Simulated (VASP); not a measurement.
# HfB3 (P6/mmm) in VASP: notebook, part 3 of 3

VASP 6.6.1. The steps go on from the part before.

## 5. Single point, PBE

This run uses another cell than the first one, of 15.98 Å³/atom, 1.437 times its volume.

Input file INCAR:

```
SYSTEM = HfB3
PREC = Accurate
ENCUT = 520
EDIFF = 1E-6
ISMEAR = 0
SIGMA = 0.1
LREAL = .False.
LASPH = .True.
NELM = 60
ALGO = Normal
ISIF = 2
LWAVE = .False.
LCHARG = .True.
GGA = PE
LELF = .True.
LVHAR = .True.
NBANDS = 18
```

Input file KPOINTS:

```
regular mesh
0
Gamma
  12 12 10
  0 0 0
```

Input file POSCAR:

```
HfB3
1.0
    3.9956085631      0.0000000000      0.0000000000
   -1.9978042815      3.4602985192      0.0000000000
    0.0000000000      0.0000000000      4.6226424180
Hf B
1 3
Direct
    0.0000000000      0.0000000000      0.5000000000
    0.3333333333      0.6666666667      0.5000000000
    0.6666666667      0.3333333333      0.5000000000
    0.0000000000      0.0000000000      0.0000000000
```

Potentials or basis: VASP PAW PBE potentials, release 64 (Hf_pv, B).

Command:

```console
> cat potpaw_PBE.64/Hf_pv/POTCAR potpaw_PBE.64/B/POTCAR > POTCAR
> mpirun -np 1 vasp_std > vasp.out
```

OUTCAR:

```text
SYSTEM = HfB3
   PREC = Accurate
   ENCUT = 520
   EDIFF = 1E-6
   ISMEAR = 0
   LREAL = .False.
   LASPH = .True.
   NELM = 60
   ISIF = 2
   GGA = PE

 ion  position               nearest neighbor table
   1  0.000  0.000  0.500-   2 2.31   3 2.31   2 2.31   3 2.31   3 2.31   2 2.31   4 2.31   4 2.31

   2  0.333  0.667  0.500-   1 2.31   1 2.31   1 2.31
   3  0.667  0.333  0.500-   1 2.31   1 2.31   1 2.31
   4  0.000  0.000  0.000-   1 2.31   1 2.31

  LATTYP: Found a hexagonal cell.
 ALAT       =     3.9956085631
[... 704 lines left out ...]
  --------------------------------------------------------------------------------------
  -------------------------------------------------------------------------------------
  Total        0.2116453      0.2116453      0.2817641      0.0000000     -0.0000000      0.0000000
  in kB        5.3055745      5.3055745      7.0633290      0.0000000     -0.0000000      0.0000000
  external PRESSURE =       5.8914927 kB  Pullay stress =       0.0000000 kB

 VOLUME and BASIS-vectors are now :
 -----------------------------------------------------------------------------
  energy-cutoff  :      520.00
  volume of cell :       63.91
      direct lattice vectors                 reciprocal lattice vectors
     3.995608563  0.000000000  0.000000000     0.250274766  0.144496204  0.000000000
    -1.997804281  3.460298519  0.000000000     0.000000000  0.288992408  0.000000000
     0.000000000  0.000000000  4.622642418     0.000000000  0.000000000  0.216326488

 POSITION                                       TOTAL-FORCE (eV/Angst)
 -----------------------------------------------------------------------------------
      0.00000      0.00000      2.31132         0.000000      0.000000      0.000000
     -0.00000      2.30687      2.31132        -0.000000     -0.000000      0.000000
      1.99780      1.15343      2.31132         0.000000      0.000000     -0.000000
      0.00000      0.00000      0.00000         0.000000      0.000000      0.000000
 -----------------------------------------------------------------------------------
    total drift:                                0.000000     -0.000000      0.000000

  FREE ENERGIE OF THE ION-ELECTRON SYSTEM (eV)
  ---------------------------------------------------
  free  energy   TOTEN  =       -23.0092529331 eV

  energy  without entropy=      -22.9904753025  energy(sigma->0) =      -22.99986412
```

Run time: 72 s. Hardware: 1 thread of Intel Xeon 6975P-C (Granite Rapids), shared host; peak memory 0.26 GiB.

What came out:

```yaml
Free_energy: -23.0093 eV
Pressure: 0.6 GPa
```

Caveat: spin-orbit coupling is left out, which moves the levels of the heavy elements.

## 6. Relaxation of cell and atoms, PBE

This run uses another cell than the first one, of 16.24 Å³/atom, 1.460 times its volume.

Input file INCAR:

```
SYSTEM = HfB3
ALGO = Normal
EDIFF = 1E-6
EDIFFG = -0.01
ENCUT = 600
GGA = PE
IBRION = 2
ISIF = 3
ISMEAR = 0
LASPH = .True.
LCHARG = .False.
LREAL = .False.
LWAVE = .False.
NELM = 100
NSW = 100
PREC = Accurate
SIGMA = 0.1
```

Input file KPOINTS:

```
k-points
0
Gamma
  12 12 10
  0 0 0
```

Input file POSCAR:

```
HfB3
1.0
    3.9956022264      0.0000000000      0.0000000000
   -1.9978011132      3.4602930315      0.0000000000
    0.0000000000      0.0000000000      4.6971649954
Hf B
1 3
Direct
    0.0000000000      0.0000000000      0.5000000000
    0.3333333333      0.6666666667      0.5000000000
    0.6666666667      0.3333333333      0.5000000000
    0.0000000000      0.0000000000      0.0000000000
```

Potentials or basis: VASP PAW PBE potentials, release 64 (Hf_pv, B).

Command:

```console
> cat potpaw_PBE.64/Hf_pv/POTCAR potpaw_PBE.64/B/POTCAR > POTCAR
> mpirun -np 1 vasp_std > vasp.out
```

It took 8.2 min on 1 thread of Intel Xeon 8259CL, shared host; peak memory 0.29 GiB.

It converged, with:

| Property | Result |
| --- | --- |
| Free energy | -23.0121 eV |
| Relaxed volume | 16.10 Å³/atom |
| Relaxed cell | a = 4.002 Å, b = 4.002 Å, c = 4.643 Å, α = 90.00°, β = 90.00°, γ = 120.00° |
| Space group after relaxing (to 0.05 Å) | P6/mmm (No. 191) |
| Energy gained by relaxing | 1.0 meV/atom |
| Ionic steps | 6 |
| Pressure after relaxing | 0.0 GPa |

The path:
```
step  energy change (eV)  largest force (eV/Å)  pressure (GPa)  volume (Å³)
   1              0.0000                0.0000           -0.27        64.94
   2             -0.0037                0.0000           -0.24        64.69
   3             -0.0040                0.0000           -0.23        64.61
   4             -0.0041                0.0000           -0.23        64.59
   5             -0.0042                0.0000            0.10        64.35
   6             -0.0042                0.0000            0.00        64.42
```

Final structure:
```xyz
4
Lattice="4.0024 0.0000 0.0000 -2.0012 3.4662 0.0000 0.0000 0.0000 4.6433" Properties=species:S:1:pos:R:3 pbc="T T T"
Hf    4.0024    0.0000    2.3216
B     0.0000    2.3108    2.3216
B     2.0012    1.1554    2.3216
B     4.0024    0.0000    0.0000
```

Levels at points of the mesh, in eV from the Fermi level:
```csv
k point,band 7,band 8,band 9,band 10,band 11,band 12
"(0.00, 0.00, 0.00)",-4.40,-2.23,-0.56,1.72,1.72,2.71
"(0.50, 0.00, 0.00)",-2.24,-1.96,-0.98,0.39,0.52,0.59
"(0.00, 0.00, 0.50)",-4.37,-2.18,-0.48,0.13,0.34,0.34
"(0.50, 0.00, 0.50)",-3.54,-2.22,-2.04,-0.87,-0.25,0.54
```

Caveat: spin-orbit coupling is left out, which moves the levels of the heavy elements.

## 7. The runs side by side

| task | cell | k mesh | cutoff (eV) | gap on the mesh (eV) | pressure (GPa) | relaxed volume (Å³/atom) |
| --- | --- | --- | --- | --- | --- | --- |
| single point | a = 2.982, b = 2.982, c = 5.774 Å, angles 90.0, 90.0, 120.0°, 4 atoms | 6 × 6 × 4 | 520 | none | 157.1 | - |
| single point | a = 3.996, b = 3.996, c = 4.697 Å, angles 90.0, 90.0, 120.0°, 4 atoms | 6 × 6 × 4 | 520 | none | 0.5 | - |
| relaxation of cell and atoms | relaxed from a = 2.982, b = 2.982, c = 5.774 Å, angles 90.0, 90.0, 120.0°, 4 atoms | 6 × 6 × 4 | 600 | none | -0.3 | 16.38 |
| single point | a = 3.996, b = 3.996, c = 4.623 Å, angles 90.0, 90.0, 120.0°, 4 atoms | 12 × 12 × 10 | 520 | none | 0.6 | - |
| relaxation of cell and atoms | relaxed from a = 3.996, b = 3.996, c = 4.697 Å, angles 90.0, 90.0, 120.0°, 4 atoms | 12 × 12 × 10 | 600 | none | 0.0 | 16.10 |

Alike in all rows: level PBE; potentials or basis VASP PAW PBE potentials, release 64 (Hf_pv, B); no spin polarisation; smearing gaussian 0.1 eV.

Caveats: some runs use coarse meshes; spin-orbit coupling is left out, which moves the levels of the heavy elements; the volume moved by over 15 % at a fixed basis, so the end points are rough (some runs).

Total energies depend on the potentials used, so only differences within one code and one set of settings carry meaning.
